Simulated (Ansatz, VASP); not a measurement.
## Two plane-wave programs on BaTiO3

The input INCAR:

```
SYSTEM = BaTiO3
  PREC = Accurate
  ENCUT = 1340
  EDIFF = 1E-6
  ISMEAR = 0
  SIGMA = 0.01
  LREAL = .FALSE.
  LASPH = .TRUE.
  NELM = 120
  ALGO = Normal
  ISIF = 2
  LWAVE = .FALSE.
  LCHARG = .TRUE.
  GGA = PS
  LELF = .TRUE.
  LVHAR = .TRUE.
  NBANDS = 28
  GGA_COMPAT = .FALSE.
```

The input KPOINTS:

```
regular mesh
0
G
  4 4 4
  0 0 0
```

The input POSCAR:

```
BaTiO3
1.0
    4.0412969729      0.0000000000      0.0000000000
    0.0000000000      4.0412969729      0.0000000000
    0.0000000000      0.0000000000      4.0412969729
Ba Ti O
1 1 3
Direct
    0.5000000000      0.5000000000      0.5000000000
    0.0000000000      0.0000000000      0.0000000000
    0.5000000000      0.0000000000      0.0000000000
    0.0000000000      0.5000000000      0.0000000000
    0.0000000000      0.0000000000      0.5000000000
```

Input for Ansatz:

```yaml
crystal:
  lattice:
    - [4.041296972901429, 0.0, 0.0]
    - [0.0, 4.041296972901429, 0.0]
    - [0.0, 0.0, 4.041296972901429]
  atoms:
    - { symbol: Ba, position: [0.5, 0.5, 0.5] }
    - { symbol: Ti, position: [0.0, 0.0, 0.0] }
    - { symbol: O, position: [0.5, 0.0, 0.0] }
    - { symbol: O, position: [0.0, 0.5, 0.0] }
    - { symbol: O, position: [0.0, 0.0, 0.5] }
basis:
  ecutwfc: 500.0
kpoints:
  mp_grid:
    grid: [4, 4, 4]
hamiltonian:
  xc: pbesol
scf:
  occupations:
    method: fixed
output:
  stress: true
```

Alike in both runs: task single point; functional PBEsol; k mesh 4 × 4 × 4; no spin polarisation.

|  | VASP | Ansatz |
| --- | --- | --- |
| version | VASP 6.6.1 | Ansatz 0.2.0 |
| potentials or method | VASP PAW PBE potentials, release 64 (Ba_sv, Ti_sv, O_h), cutoff 1340 eV | plane waves, PAW |
| occupations | gaussian, width 0.01 eV | fixed |
| valence electrons in the cell | 40 | 40 |

```tsv
	VASP	Ansatz	Ansatz less VASP
pressure (GPa)	-7.0	-8.5	-1.50
```

VASP's potentials were made for PBE, not for PBEsol.

Spin-orbit coupling is off throughout.
